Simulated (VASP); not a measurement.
Here is a VASP 6.6.1 calculation.

Contents of POSCAR:

```
CdS
1.0
    4.2313932131      0.0000000000      0.0000000000
   -2.1156966065      3.6644940159      0.0000000000
    0.0000000000      0.0000000000      6.8691315847
Cd S
2 2
Direct
    0.6666666667      0.3333333333      0.5000000000
    0.3333333333      0.6666666667      0.0000000000
    0.6666666667      0.3333333333      0.8750000000
    0.3333333333      0.6666666667      0.3750000000
```

Contents of INCAR.step1:

```
SYSTEM = CdS
PREC = Accurate ; ENCUT = 550
ISMEAR = -1 ; SIGMA = 0.05
LREAL = .False. ; LASPH = .True.
NELM = 200 ; LNONCOLLINEAR = .True.
MAGMOM = 0 0 0 0 0 0 0 0 0 0 0 0 ; LSORBIT = .True.
GGA_COMPAT = .False. ; NBANDS = 50
GGA = PE ; ALGO = Normal
EDIFF = 1E-5 ; LWAVE = .True.
LCHARG = .False.
```

Contents of INCAR.step2:

```
SYSTEM = CdS
PREC = Accurate ; ENCUT = 550
EDIFF = 1E-6 ; ISMEAR = -1
SIGMA = 0.05 ; LREAL = .False.
LASPH = .True. ; NELM = 200
ALGO = Normal ; ISIF = 2
LWAVE = .False. ; LCHARG = .False.
LNONCOLLINEAR = .True. ; MAGMOM = 0 0 0 0 0 0 0 0 0 0 0 0
LORBIT = 11 ; LSORBIT = .True.
GGA_COMPAT = .False. ; LORBMOM = .True.
METAGGA = R2SCAN ; LMIXTAU = .True.
NBANDS = 50 ; ISTART = 1
```

KPOINTS

```
Automatic mesh
0
Gamma
  7 7 4
  0 0 0
```

Potentials or basis: VASP PAW PBE potentials, release 64 (Cd, S).

The run is started by

```bash
$ cat potpaw_PBE.64/Cd/POTCAR potpaw_PBE.64/S/POTCAR > POTCAR
$ cp INCAR.step1 INCAR
$ mpirun -np 1 vasp_ncl > vasp.out
$ cp INCAR.step2 INCAR
$ mpirun -np 1 vasp_ncl > vasp.out
```

(1) What does it give for the largest force?

(2) Predict the net moment.

(3) Predict the pressure.

## Answers

(1) 0.060 eV/Å.

(2) 0.00 μB per cell.

(3) -2.4 GPa.

Caveat: the PAW data sets were made with another functional, which shifts forces and pressure a little.
